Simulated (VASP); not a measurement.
Write the native input for VASP 6.6.1 that does the following.

| Item | Value |
| --- | --- |
| Task | single point |
| Functional | PBEsol |
| Potentials or basis | VASP PAW PBE potentials, release 64 (Rh_sv_GW, Si) |
| Cutoff | 620 eV |
| k mesh | 3 × 3 × 3 |
| Occupations | gaussian, width 0.05 eV |
| Spin | no spin polarisation |
| Hubbard terms | Rh d U = 4.0 eV |
| Dipole correction | no |
| Further INCAR settings | LREAL = Auto; ALGO = Normal; EDIFF = 1e-06; NBANDS = 52 |

The structure of Si15Rh lies in POSCAR:

```
Si15Rh
1.0
    0.0000000000      5.4370000000      5.4370000000
    5.4370000000      0.0000000000      5.4370000000
    5.4370000000      5.4370000000      0.0000000000
Rh Si
1 15
Direct
    1.0000000000      1.0000000000      0.0000000000
    0.9990934051      0.9990934051      0.5009065949
    0.9990934051      0.5009065949      0.9990934051
    0.9990934051      0.5009065949      0.5009065949
    0.5009065949      0.9990934051      0.9990934051
    0.5009065949      0.9990934051      0.5009065949
    0.5009065949      0.5009065949      0.9990934051
    0.5000000000      0.5000000000      0.5000000000
    0.1232214265      0.1232214265      0.1232214265
    0.1232214265      0.1232214265      0.6303357206
    0.1232214265      0.6303357206      0.1232214265
    0.1251791258      0.6249402914      0.6249402914
    0.6303357206      0.1232214265      0.1232214265
    0.6249402914      0.1251791258      0.6249402914
    0.6249402914      0.6249402914      0.1251791258
    0.6249402914      0.6249402914      0.6249402914
```

These files were run (other wordings do the same):

INCAR

```
SYSTEM = Si15Rh
PREC = Accurate ; ENCUT = 620
EDIFF = 1E-6 ; ISMEAR = 0
SIGMA = 0.05 ; LREAL = Auto
LASPH = .True. ; NELM = 200
ALGO = Normal ; ISIF = 2
LWAVE = .False. ; LCHARG = .False.
LMAXMIX = 4 ; LDAU = .True.
LDAUTYPE = 2 ; LDAUL = 2 -1
LDAUU = 4 0 ; LDAUJ = 0 0
LDAUPRINT = 1 ; GGA = PS
NBANDS = 52 ; GGA_COMPAT = .False.
```

KPOINTS

```
regular mesh
0
Gamma
  3 3 3
  0 0 0
```

Potentials or basis: VASP PAW PBE potentials, release 64 (Rh_sv_GW, Si).

Launch:

```sh
$ cat potpaw_PBE.64/Rh_sv_GW/POTCAR potpaw_PBE.64/Si/POTCAR > POTCAR
$ mpirun -np 1 vasp_std > vasp.out
```

It gave:

```
Pressure               : -1.2 GPa
Largest force          : 0.100 eV/Å
Band gap on the k mesh : zero (an odd number of electrons rules out a gap without spin polarisation)
```

Caveat: the PAW data sets were made with another functional, which shifts forces and pressure a little; an odd number of electrons without spin polarisation forces a metal; a magnetic or distorted state may lie lower; U without spin polarisation on a metal has little footing; the U is typed as a test and isn't derived for this compound.

Run time: 3.6 min on 1 thread of AMD EPYC 7R43 64-Core Processor (Zen 3), with other jobs on the host, peak memory 0.52 GiB.
